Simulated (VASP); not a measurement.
Wanted: the native input for a VASP 6.6.1 run.

```yaml
Task: single point
Functional: PBE
Potentials_or_basis: VASP PAW PBE potentials, release 64 (C, Be)
Cutoff: 600 eV
k_mesh: 10 × 10 × 10
Occupations: fermi-dirac, width 0.02 eV
Spin: no spin polarisation
Dipole_correction: no
Further_INCAR_settings: ALGO = Normal; EDIFF = 1e-06; NBANDS = 11
```

The structure of Be2C lies in POSCAR:

```
Be2C
1.0
    0.0000000000      2.0961031665      2.0961031665
    2.0961031665      0.0000000000      2.0961031665
    2.0961031665      2.0961031665      0.0000000000
C Be
1 2
Direct
    0.0000000000      0.0000000000      0.0000000000
    0.2500000000      0.2500000000      0.2500000000
    0.7500000000      0.7500000000      0.7500000000
```

This cell differs from its parent crystal: strain -3.0%.

One way to write it, as run:

INCAR

```
SYSTEM = Be2C
ALGO     = Normal         ! electronic algorithm
EDIFF    = 1E-6           ! SCF threshold, eV
ENCUT    = 600            ! plane-wave cutoff, eV
GGA      = PE             ! functional
GGA_COMPAT= .False.      
ISIF     = 2              ! what is computed and relaxed
ISMEAR   = -1             ! smearing method
LASPH    = .True.         ! aspherical terms in the spheres
LCHARG   = .False.        ! write CHGCAR
LREAL    = .False.        ! projectors in reciprocal space
LWAVE    = .False.        ! write WAVECAR
NBANDS   = 11             ! bands
NELM     = 120            ! most SCF steps
PREC     = Accurate       ! precision mode
SIGMA    = 0.02           ! smearing width, eV
```

KPOINTS

```
k-points
0
Gamma
  10 10 10
  0 0 0
```

Potentials or basis: VASP PAW PBE potentials, release 64 (C, Be).

Launch:

```sh
$ cat potpaw_PBE.64/C/POTCAR potpaw_PBE.64/Be/POTCAR > POTCAR
$ mpirun -np 1 vasp_std > vasp.out
```

It gave:

```yaml
Pressure: 23.2 GPa
Band_gap_on_the_k_mesh: 1.20 eV, indirect (least direct gap 4.31 eV)
```

Caveat: the cell differs from its parent crystal (strain -3.0%).

It took 4.9 s on 1 thread of Intel(R) Xeon(R) Platinum 8488C (Sapphire Rapids), on a shared host, peak memory 0.13 GiB.
